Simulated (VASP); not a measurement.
# InAs (I4/mmm) in VASP: single point with PBE+D3(BJ)

Aim: the single point of InAs with PBE+D3(BJ).

Program: VASP 6.6.1. These are calculated values, not measurements. Logs are shortened: lines on timing, memory, paths and dates and some standing lists are left out, and cuts for length are marked.

## 1. The cell of the first run

It takes space group I4/mmm (No. 139, tetragonal). The conventional cell has a = 4.251 Å, b = 4.251 Å, c = 5.273 Å, α = 90.00°, β = 90.00°, γ = 90.00°. In (site symmetry 4/mmm) has 6 As at 2.64 to 3.01 Å within 3.5 Å. As (site symmetry 4/mmm) has 6 In at 2.64 to 3.01 Å within 3.5 Å.

## 2. Single point, PBE+D3(BJ)

Input file INCAR:

```
PREC = Accurate
ENCUT = 500
EDIFF = 1E-6
ISMEAR = 0
SIGMA = 0.1
LREAL = False
LASPH = True
NELM = 120
ALGO = Normal
ISIF = 2
LWAVE = False
LCHARG = False
GGA = PE
IVDW = 12
ISYM = 0
NBANDS = 16
GGA_COMPAT = False
```

Input file KPOINTS:

```
Automatic mesh
0
Gamma
  2 2 2
  0.5 0.5 0
```

Input file POSCAR:

```
InAs
1.0
    0.0000000000      3.0057409650      2.6366601034
    3.0057409650      0.0000000000      2.6366601034
    3.0057409650      3.0057409650      0.0000000000
In As
1 1
Direct
    0.5000000000      0.5000000000      0.5000000000
    0.0000000000      0.0000000000      0.0000000000
```

Potentials or basis: VASP PAW PBE potentials, release 64 (In_d, As).

Command:

```
cat potpaw_PBE.64/In_d/POTCAR potpaw_PBE.64/As/POTCAR > POTCAR
mpirun -np 1 vasp_std > vasp.out
```

OUTCAR:

```text
PREC = Accurate
   ENCUT = 500
   EDIFF = 1E-6
   ISMEAR = 0
   LREAL = False
   LASPH = True
   NELM = 120
   ISIF = 2
   GGA = PE
   IVDW = 12
   ISYM = 0
 IVDW          = 12

 ion  position               nearest neighbor table
   1  0.500  0.500  0.500-   2 2.64   2 2.64   2 3.01   2 3.01   2 3.01   2 3.01
   2  0.000  0.000  0.000-   1 2.64   1 2.64   1 3.01   1 3.01   1 3.01   1 3.01

IMPORTANT INFORMATION: All symmetrisations will be switched off!
NOSYMM: (Re-)initialisation of all symmetry stuff for point group C_1.

----------------------------------------------------------------------------------------

                                     Primitive cell

  volume of cell :      47.6417

  direct lattice vectors                    reciprocal lattice vectors
     0.000000000  3.005740965  2.636660103    -0.166348333  0.166348333  0.189633848
     3.005740965  0.000000000  2.636660103     0.166348333 -0.166348333  0.189633848
     3.005740965  3.005740965  0.000000000     0.166348333  0.166348333 -0.189633848

  length of vectors
     3.998306548  3.998306548  4.250759638     0.302166398  0.302166398  0.302166398

  position of ions in fractional coordinates (direct lattice)
     0.500000000  0.500000000  0.500000000
     0.000000000  0.000000000  0.000000000

  ion indices of the primitive-cell ions
   primitive index   ion index
                 1           1
                 2           2

----------------------------------------------------------------------------------------

 KPOINTS: Automatic mesh

Automatic generation of k-mesh.
 Grid dimensions read from file:
 generate k-points for:    2    2    2

 Generating k-lattice:

  Cartesian coordinates                     Fractional coordinates (reciprocal lattice)
    -0.083174167  0.083174167  0.094816924     0.500000000  0.000000000  0.000000000
     0.083174167 -0.083174167  0.094816924     0.000000000  0.500000000  0.000000000
     0.083174167  0.083174167 -0.094816924    -0.000000000 -0.000000000  0.500000000

  Length of vectors
     0.151083199  0.151083199  0.151083199

  Shift w.r.t. Gamma in fractional coordinates (k-lattice)
     0.500000000  0.500000000  0.000000000

 Subroutine IBZKPT returns following result:
 ===========================================

 Found      4 irreducible k-points:

 Following reciprocal coordinates:
            Coordinates               Weight
  0.250000  0.250000  0.000000      2.000000
 -0.250000  0.250000  0.000000      2.000000
  0.250000  0.250000  0.500000      2.000000
 -0.250000  0.250000  0.500000      2.000000
   k-points           NKPTS =      4   k-points in BZ     NKDIM =      4   number of bands    NBANDS=     16
   number of dos      NEDOS =    301   number of ions     NIONS =      2
   total plane-waves  NPLWV =  28800
   dimension x,y,z NGX =    30 NGY =   30 NGZ =   32
   dimension x,y,z NGXF=    60 NGYF=   60 NGZF=   64
   ions per type =               1   1
   NGX,Y,Z   is equivalent  to a cutoff of  12.47, 12.47, 12.52 a.u.
   NGXF,Y,Z  is equivalent  to a cutoff of  24.95, 24.95, 25.03 a.u.
 SYSTEM =  unknown system
   PREC   = accura    normal or accurate (medium, high low for compatibility)
   ISTART =      0    job   : 0-new  1-cont  2-samecut
   ICHARG =      2    charge: 1-file 2-atom 10-const
   ISPIN  =      1    spin polarized calculation?
   LNONCOLLINEAR =      F non collinear calculations
   LSORBIT =      F    spin-orbit coupling
   LASPH  =      T    aspherical Exc in radial PAW
   ENCUT  =  500.0 eV  36.75 Ry    6.06 a.u.   7.29  7.29  7.75*2*pi/ulx,y,z
   NELM   =    120;   NELMIN=  2; NELMDL= -5     # of ELM steps
   EDIFF  = 0.1E-05   stopping-criterion for ELM
   LREAL  =      F    real-space projection
   EDIFFG = 0.1E-04   stopping-criterion for IOM
   NSW    =      0    number of steps for IOM
   IBRION =     -1    ionic relax: 0-MD 1-quasi-New 2-CG
   NFREE  =      0    steps in history (QN), initial steepest desc. (CG)
   ISIF   =      2    stress and relaxation
   ISYM   =      0    0-nonsym 1-usesym 2-fastsym
   POTIM  = 0.5000    time-step for ionic-motion
   TEBEG  =    0.0;   TEEND  =   0.0 temperature during run
   PSTRESS=    0.0 pullay stress
   NELECT =      18.0000    total number of electrons
   NUPDOWN=      -1.0000    fix difference up-down
   EMIN   =  10.00;   EMAX   =-10.00  energy-range for DOS
   EFERMI =   0.00;   METHOD = LEGACY
   ISMEAR =     0;   SIGMA  =   0.10  broadening in eV -4-tet -1-fermi 0-gaus
   EFERMI_NEDOS =   21; number of points for ismear=-14 and -15
   IALGO  =     38    algorithm
   IMIX   =      4    mixing-type and parameters
     AMIX     =   0.40;   BMIX     =  1.00
     AMIX_MAG =   1.60;   BMIX_MAG =  1.00
  volume/ion in A,a.u.               =      23.82       160.75
  Fermi-wavevector in a.u.,A,eV,Ry     =   1.183505  2.236499 19.057448  1.400683
  Thomas-Fermi vector in A             =   2.319738
   LORBIT       =      0    0 simple, 1 ext, 2 COOP (PROOUT), +10 PAW based schemes
   GGA     = PE    functional components
   LHFCALC =     F    Hartree Fock is set to
   AEXX    =    0.0000 exact exchange contribution
   IVDW    =    12    specifies the selected vdW correction
   LEPSILON=     F    determine dielectric tensor
   LRPA    =     F    only Hartree local field effects (RPA)
 non-spin polarized calculation
 Gauss-broadening in eV      SIGMA  =   0.10
  energy-cutoff  :      500.00
  volume of cell :       47.64
 maximum number of plane-waves:      1216
 NGX is ok and might be reduce to    30
   NGX = 15   NGY = 15   NGZ = 15

 number of electron      17.9999998 magnetization

 Free energy of the ion-electron system (eV)
  ---------------------------------------------------
  ext. energy  EPLUGINS =         0.00000000
  ---------------------------------------------------
  free energy    TOTEN  =        -8.02567629 eV

  energy without entropy =       -8.02567629  energy(sigma->0) =       -8.02567629

 E-fermi :   5.8558     XC(G=0): -10.0629

 val. band max:        5.3545681990   @ k =  -0.2500   0.2500   0.0000
 cond. band min:       7.0218747545   @ k =   0.2500   0.2500   0.5000
 fundamental gap:      1.6673065555
 Fermi energy:         5.8558445260

 k-point     1 :       0.2500    0.2500    0.0000
  band No.  band energies     occupation
      1      -8.7781      2.00000
      2      -8.5709      2.00000
      3      -8.5676      2.00000
      4      -8.5676      2.00000
      5      -8.5473      2.00000
      6      -5.1377      2.00000
      7       1.4267      2.00000
      8       4.5872      2.00000
      9       4.5872      2.00000
     10       8.1395      0.00000
     11      10.6803      0.00000
     12      12.0356      0.00000
     13      12.3472      0.00000
     14      12.3472      0.00000
     15      15.9791      0.00000
     16      17.4894      0.00000

 k-point     2 :      -0.2500    0.2500    0.0000
  band No.  band energies     occupation
      1      -8.8471      2.00000
      2      -8.5772      2.00000
      3      -8.5771      2.00000
      4      -8.5600      2.00000
      5      -8.5438      2.00000
      6      -4.5986      2.00000
      7       1.4486      2.00000
      8       2.7905      2.00000
      9       5.3546      2.00000
     10       7.0219      0.00000
     11      10.2615      0.00000
     12      10.5089      0.00000
     13      12.8559      0.00000
     14      14.5837      0.00000
     15      16.2477      0.00000
     16      18.3020      0.00000

 k-point     3 :       0.2500    0.2500    0.5000
  band No.  band energies     occupation
      1      -8.8471      2.00000
      2      -8.5772      2.00000
      3      -8.5771      2.00000
      4      -8.5600      2.00000
      5      -8.5438      2.00000
      6      -4.5986      2.00000
      7       1.4486      2.00000
      8       2.7905      2.00000
      9       5.3546      2.00000
     10       7.0219      0.00000
     11      10.2615      0.00000
     12      10.5089      0.00000
     13      12.8559      0.00000
     14      14.5837      0.00000
     15      16.2477      0.00000
     16      18.3020      0.00000

 k-point     4 :      -0.2500    0.2500    0.5000
  band No.  band energies     occupation
      1      -8.7360      2.00000
      2      -8.6684      2.00000
      3      -8.5808      2.00000
      4      -8.5808      2.00000
      5      -8.5117      2.00000
      6      -3.9567      2.00000
      7       0.5218      2.00000
      8       2.5905      2.00000
      9       2.5905      2.00000
     10       9.4857      0.00000
     11      11.0084      0.00000
     12      12.9358      0.00000
     13      12.9358      0.00000
     14      16.3284      0.00000
     15      16.3284      0.00000
     16      18.5438      0.00000

------------------------ aborting loop because EDIFF is reached ----------------------------------------

 Edisp (eV)   -0.75457

 E8    (eV) :    -0.3493

  FORCE on cell =-STRESS in cart. coord.  units (eV):
  Direction    XX          YY          ZZ          XY          YZ          ZX
  --------------------------------------------------------------------------------------
  -------------------------------------------------------------------------------------
  Total      -1.26501    -1.26500    -1.26246    -0.00022    -0.00000     0.00000
  in kB     -42.54211   -42.54144   -42.45623    -0.00744    -0.00004     0.00009
  external pressure =      -42.51 kB  Pullay stress =        0.00 kB

 VOLUME and BASIS-vectors are now :
 -----------------------------------------------------------------------------
  energy-cutoff  :      500.00
  volume of cell :       47.64
      direct lattice vectors                 reciprocal lattice vectors
     0.000000000  3.005740965  2.636660103    -0.166348333  0.166348333  0.189633848
     3.005740965  0.000000000  2.636660103     0.166348333 -0.166348333  0.189633848
     3.005740965  3.005740965  0.000000000     0.166348333  0.166348333 -0.189633848

 POSITION                                       TOTAL-FORCE (eV/Angst)
 -----------------------------------------------------------------------------------
      3.00574      3.00574      2.63666        -0.000003     -0.000019      0.000016
      0.00000      0.00000      0.00000         0.000003      0.000019     -0.000016
 -----------------------------------------------------------------------------------
    total drift:                                0.000002     -0.000021      0.000021

  FREE ENERGIE OF THE ION-ELECTRON SYSTEM (eV)
  ---------------------------------------------------
  free  energy   TOTEN  =        -8.7802512452 eV

  energy  without entropy=       -8.7802512452  energy(sigma->0) =       -8.78025125
```

Wall time 4.5 s (1 thread of Intel Xeon 6975P-C, shared host); peak memory 0.17 GiB.

What came out:

```
Free energy                : -8.7803 eV
Pressure                   : -4.3 GPa
Band gap on the k mesh     : 1.67 eV, direct
Dispersion energy per atom : -0.377 eV
```

Caveat: the k points lie up to 0.95 Å⁻¹ apart; spin-orbit coupling is left out, which moves the levels of the heavy elements. A k mesh can miss the band edges.
